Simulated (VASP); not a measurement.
# LiNbO3 (R3c) in VASP: further runs, part 3 of 3

VASP 6.6.1. Earlier steps stand in the parts before.

### Step 4. Single point, PBE (10.72 Å³/atom)

Contents of INCAR:

```
SYSTEM = LiNbO3
ALGO = Normal ; EDIFF = 1E-6
ENCUT = 520 ; GGA = PE
ISIF = 2 ; ISMEAR = 0
LASPH = .TRUE. ; LCHARG = .FALSE.
LREAL = .FALSE. ; LWAVE = .FALSE.
NBANDS = 45 ; NELM = 60
PREC = Accurate ; SIGMA = 0.05
```

Contents of KPOINTS:

```
k-points
0
G
  6 6 6
  0 0 0
```

Contents of POSCAR:

```
LiNbO3
1.0
    2.5810927125      1.4901945724      4.6468534167
   -2.5810927125      1.4901945724      4.6468534167
    0.0000000000     -2.9803891447      4.6468534168
Li Nb O
2 2 6
Direct
    0.2815913687      0.2815913687      0.2815913687
    0.7815913687      0.7815913687      0.7815913687
    0.0004900497      0.0004900497      0.0004900497
    0.5004900497      0.5004900497      0.5004900497
    0.1104619503      0.3580262714      0.7211003599
    0.7211003599      0.1104619503      0.3580262714
    0.3580262714      0.7211003599      0.1104619503
    0.2211003599      0.8580262714      0.6104619503
    0.8580262714      0.6104619503      0.2211003599
    0.6104619503      0.2211003599      0.8580262714
```

Potentials or basis: VASP PAW PBE potentials, release 64 (Li_sv, Nb_sv, O).

Launch:

```bash
cat potpaw_PBE.64/Li_sv/POTCAR potpaw_PBE.64/Nb_sv/POTCAR potpaw_PBE.64/O/POTCAR > POTCAR
mpirun -np 1 vasp_std > vasp.out
```

OUTCAR:

```text
SYSTEM = LiNbO3
   EDIFF = 1E-6
   ENCUT = 520
   GGA = PE
   ISIF = 2
   ISMEAR = 0
   LASPH = .TRUE.
   LREAL = .FALSE.
   NELM = 60
   PREC = Accurate

 ion  position               nearest neighbor table
   1  0.282  0.282  0.282-   8 2.07   9 2.07  10 2.07   7 2.25   6 2.25   5 2.25
   2  0.782  0.782  0.782-   7 2.07   5 2.07   6 2.07   8 2.25  10 2.25   9 2.25
   3  0.000  0.000  0.000-   5 1.87   7 1.87   6 1.87   9 2.15  10 2.15   8 2.15
   4  0.500  0.500  0.500-   9 1.87   8 1.87  10 1.87   5 2.15   6 2.15   7 2.15
   5  0.110  0.358  0.721-   3 1.87   2 2.07   4 2.15   1 2.25
   6  0.721  0.110  0.358-   3 1.87   2 2.07   4 2.15   1 2.25
   7  0.358  0.721  0.110-   3 1.87   2 2.07   4 2.15   1 2.25
   8  0.221  0.858  0.610-   4 1.87   1 2.07   3 2.15   2 2.25
   9  0.858  0.610  0.221-   4 1.87   1 2.07   3 2.15   2 2.25
  10  0.610  0.221  0.858-   4 1.87   1 2.07   3 2.15   2 2.25

  LATTYP: Found a trigonal (rhomboedric) cell.
 ALAT       =     5.5205041555
 COS(alpha) =     0.5628004335

  Lattice vectors:

 A1 = (   2.5810927125,   1.4901945724,   4.6468534167)
 A2 = (  -2.5810927125,   1.4901945724,   4.6468534167)
 A3 = (   0.0000000000,  -2.9803891447,   4.6468534168)

Analysis of symmetry for initial positions (statically):
=====================================================================
 Subroutine PRICEL returns:
 Original cell was already a primitive cell.

 Routine SETGRP: Setting up the symmetry group for a
 trigonal (rhombohedral) supercell.

 Subroutine GETGRP returns: Found  6 space group operations
 (whereof  3 operations were pure point group operations)
 out of a pool of 12 trial point group operations.

The static configuration has the point symmetry C_3 .
 The point group associated with its full space group is C_3v.

Analysis of symmetry for dynamics (positions and initial velocities):
=====================================================================
 Subroutine PRICEL returns:
[... 155 lines left out ...]
   LEPSILON=     F    determine dielectric tensor
   LRPA    =     F    only Hartree local field effects (RPA)
 non-spin polarized calculation
 Gauss-broadening in eV      SIGMA  =   0.05
  energy-cutoff  :      520.00
  volume of cell :      107.24
 maximum number of plane-waves:      2940
 NGX is ok and might be reduce to    42
   NGX = 21   NGY = 21   NGZ = 21

 number of electron      68.0000001 magnetization

 Free energy of the ion-electron system (eV)
  ---------------------------------------------------
  ext. energy  EPLUGINS =         0.00000000
  ---------------------------------------------------
  free energy    TOTEN  =       -80.02467264 eV

  energy without entropy =      -80.02467264  energy(sigma->0) =      -80.02467264

 E-fermi :   3.8687     XC(G=0): -10.7473

 val. band max:        3.4600130830   @ k =   0.1667   0.1667   0.1667
 cond. band min:       7.0981797474   @ k =   0.5000   0.3333  -0.0000
 fundamental gap:      3.6381666644
 Fermi energy:         3.8687168325

 k-point     1 :       0.0000    0.0000    0.0000
  band No.  band energies     occupation
      1     -50.6953      2.00000
      2     -50.6808      2.00000
      3     -39.1700      2.00000
      4     -39.1676      2.00000
      5     -27.0018      2.00000
      6     -27.0018      2.00000
[... 1141 lines left out ...]
     44      12.9610      0.00000
     45      13.8680      0.00000

 [... further k-points ...]

------------------------ aborting loop because EDIFF is reached ----------------------------------------

  FORCE on cell =-STRESS in cart. coord.  units (eV):
  Direction    XX          YY          ZZ          XY          YZ          ZX
  --------------------------------------------------------------------------------------
  -------------------------------------------------------------------------------------
  Total        2.1428154      2.1428154      1.7831181      0.0000000     -0.0000000      0.0000000
  in kB       32.0138967     32.0138967     26.6399788      0.0000000     -0.0000000      0.0000000
  external PRESSURE =      30.2225908 kB  Pullay stress =       0.0000000 kB

 VOLUME and BASIS-vectors are now :
 -----------------------------------------------------------------------------
  energy-cutoff  :      520.00
  volume of cell :      107.24
      direct lattice vectors                 reciprocal lattice vectors
     2.581092712  1.490194572  4.646853417     0.193716405  0.111842218  0.071733129
    -2.581092712  1.490194572  4.646853417    -0.193716405  0.111842218  0.071733129
     0.000000000 -2.980389145  4.646853417     0.000000000 -0.223684437  0.071733129

 POSITION                                       TOTAL-FORCE (eV/Angst)
 -----------------------------------------------------------------------------------
      0.00000      0.00000      3.92554        -0.000000      0.000000      0.004501
      0.00000      0.00000     10.89582        -0.000000      0.000000      0.004501
      0.00000      0.00000      0.00683        -0.000000     -0.000000     -0.213674
      0.00000      0.00000      6.97711        -0.000000     -0.000000     -0.213674
     -0.63899     -1.45102      5.52784        -0.130976      0.166474      0.069724
      1.57611      0.17213      5.52784        -0.078683     -0.196666      0.069724
     -0.93713      1.27889      5.52784         0.209659      0.030192      0.069724
     -1.64396     -0.21131      7.85127        -0.209659      0.030192      0.069724
      0.63899      1.52937      7.85127         0.130976      0.166474      0.069724
      1.00498     -1.31806      7.85127         0.078683     -0.196666      0.069724
 -----------------------------------------------------------------------------------
    total drift:                                0.000000     -0.000001     -0.000375

  FREE ENERGIE OF THE ION-ELECTRON SYSTEM (eV)
  ---------------------------------------------------
  free  energy   TOTEN  =       -80.0246726438 eV

  energy  without entropy=      -80.0246726438  energy(sigma->0) =      -80.02467264
```

OSZICAR:

```text
N       E                     dE             d eps       ncg     rms          rms(c)
DAV:   1     0.722812270973E+03    0.72281E+03   -0.36898E+04  2880   0.160E+03
DAV:   2    -0.307676322646E+02   -0.75358E+03   -0.72792E+03  3653   0.541E+02
DAV:   3    -0.921743319403E+02   -0.61407E+02   -0.60860E+02  4184   0.144E+02
DAV:   4    -0.976958284187E+02   -0.55215E+01   -0.55064E+01  5208   0.393E+01
DAV:   5    -0.979475797815E+02   -0.25175E+00   -0.25166E+00  4254   0.602E+00    0.274E+01
DAV:   6    -0.800802583953E+02    0.17867E+02   -0.77326E+01  4144   0.536E+01    0.932E+00
DAV:   7    -0.800100261966E+02    0.70232E-01   -0.78691E+00  4464   0.160E+01    0.551E+00
DAV:   8    -0.800224696310E+02   -0.12443E-01   -0.85827E-01  4616   0.635E+00    0.174E+00
DAV:   9    -0.800190174462E+02    0.34522E-02   -0.13476E-01  4078   0.275E+00    0.934E-01
DAV:  10    -0.800245584501E+02   -0.55410E-02   -0.34521E-02  3824   0.130E+00    0.137E-01
DAV:  11    -0.800245569585E+02    0.14916E-05   -0.29999E-03  4369   0.322E-01    0.498E-02
DAV:  12    -0.800246705227E+02   -0.11356E-03   -0.27387E-04  4296   0.114E-01    0.178E-02
DAV:  13    -0.800246759332E+02   -0.54105E-05   -0.72013E-05  4506   0.594E-02    0.199E-02
DAV:  14    -0.800246735528E+02    0.23804E-05   -0.18896E-05  4104   0.355E-02    0.542E-03
DAV:  15    -0.800246726438E+02    0.90895E-06   -0.15341E-06  2459   0.122E-02
   1 F= -.80024673E+02 E0= -.80024673E+02  d E =-.551544E-32
```

Run time: 2.6 min. Hardware: 1 thread of Intel Xeon 6975P-C (Granite Rapids), shared host; peak memory 0.31 GiB.

Results:

| Property | Result |
| --- | --- |
| Free energy | -80.0247 eV |
| Largest force | 0.223 eV/Å |
| Band gap on the k mesh | 3.64 eV (least direct gap 3.66 eV) |

Forces on the atoms (eV/Å):
```
Li   0.000  0.000  0.005
Li   0.000  0.000  0.005
Nb   0.000  0.000 -0.214
Nb   0.000  0.000 -0.214
O   -0.131  0.166  0.070
O   -0.079 -0.197  0.070
O    0.210  0.030  0.070
O   -0.210  0.030  0.070
O    0.131  0.166  0.070
O    0.079 -0.197  0.070
```

Levels at points of the mesh, in eV from the valence-band top:
```
           k point  band 32  band 33  band 34  band 35  band 36  band 37
(0.00, 0.00, 0.00)    -0.49     0.00     0.00     3.65     3.65     4.12
(0.50, 0.00, 0.00)    -0.30    -0.22    -0.22     3.91     3.91     4.74
(0.50, 0.50, 0.00)    -0.65    -0.49    -0.19     3.74     4.18     4.63
(0.50, 0.50, 0.50)    -0.32    -0.32    -0.32     4.65     4.65     4.86
```

Caveat: the cutoff is under 1.25 times the usual one of these potentials, so pressure, stress and relaxed cells hold a basis-set (Pulay) error. Expect the measured gap to be larger: semilocal functionals such as PBE lack the derivative discontinuity.

### Step 5. Single point, PBE (10.72 Å³/atom)

Contents of INCAR:

```
PREC = Accurate
ENCUT = 520
EDIFF = 1E-6
ISMEAR = 0
SIGMA = 0.05
LREAL = False
LASPH = True
NELM = 60
ALGO = Normal
ISIF = 2
LWAVE = False
LCHARG = False
GGA = PE
NBANDS = 45
```

Contents of KPOINTS:

```
regular mesh
0
Gamma
  6 6 6
```

Changes to POSCAR since step 4:

```diff
@@ -2,5 +2,5 @@
 1.0
-    2.5810927125      1.4901945724      4.6468534167
-   -2.5810927125      1.4901945724      4.6468534167
-    0.0000000000     -2.9803891447      4.6468534168
+    2.5536552391      1.4743535398      4.7472450896
+   -2.5536552391      1.4743535398      4.7472450896
+    0.0000000000     -2.9487070795      4.7472450896
 Li Nb O
```

Launch:

```bash
cat potpaw_PBE.64/Li_sv/POTCAR potpaw_PBE.64/Nb_sv/POTCAR potpaw_PBE.64/O/POTCAR > POTCAR
mpirun -np 1 vasp_std > vasp.out
```

It took 2.4 min on 1 thread of Intel Xeon 6975P-C (Granite Rapids), shared host; peak memory 0.31 GiB.

It converged, with:

| Quantity | Value |
| --- | --- |
| Free energy | -79.9788 eV |
| Largest force | 0.328 eV/Å |
| Band gap on the k mesh | 3.63 eV (least direct gap 3.64 eV) |

Forces in eV/Å, atoms in the order of the input:
```
Li   0.000  0.000  0.042
Li   0.000  0.000  0.042
Nb   0.000  0.000 -0.294
Nb   0.000  0.000 -0.294
O   -0.227  0.221  0.084
O   -0.078 -0.307  0.084
O    0.305  0.087  0.084
O   -0.305  0.087  0.084
O    0.227  0.221  0.084
O    0.078 -0.307  0.084
```

Levels at points of the mesh, in eV from the valence-band top:
```
           k point  band 30  band 31  band 32  band 33  band 34  band 35  band 36  band 37  band 38  band 39
(0.00, 0.00, 0.00)    -0.71    -0.71    -0.53     0.00     0.00     3.64     3.64     4.23     5.21     5.21
(0.50, 0.00, 0.00)    -0.53    -0.35    -0.35    -0.23    -0.23     3.91     3.91     4.75     4.75     4.96
(0.50, 0.50, 0.00)    -1.04    -0.73    -0.65    -0.50    -0.19     3.75     4.18     4.59     4.72     5.26
(0.50, 0.50, 0.50)    -0.65    -0.30    -0.30    -0.30    -0.30     4.73     4.73     4.86     4.86     4.86
```

Caveat: the cutoff is under 1.25 times the usual one of these potentials, so pressure, stress and relaxed cells hold a basis-set (Pulay) error.

### Step 6. Summary

| cell | gap on the mesh (eV) | largest force (eV/Å) |
| --- | --- | --- |
| a = 5.660 Å, angles 53.0°, 10 atoms | 3.60 | 0.43 |
| a = 5.394 Å, angles 58.5°, 10 atoms | 3.53 | 0.11 |
| a = 5.521 Å, angles 55.8°, 10 atoms | 3.64 | 0.22 |
| a = 5.588 Å, angles 54.4°, 10 atoms | 3.63 | 0.33 |

Alike in all rows: task single point; level PBE; potentials or basis VASP PAW PBE potentials, release 64 (Li_sv, Nb_sv, O); no spin polarisation; k mesh 6 × 6 × 6; cutoff (eV) 520; smearing gaussian 0.05 eV.

Caveats: the cutoff is under 1.25 times the usual one of these potentials, so pressure, stress and relaxed cells hold a basis-set (Pulay) error.

Absolute energies hang on the potentials; compare differences alone.
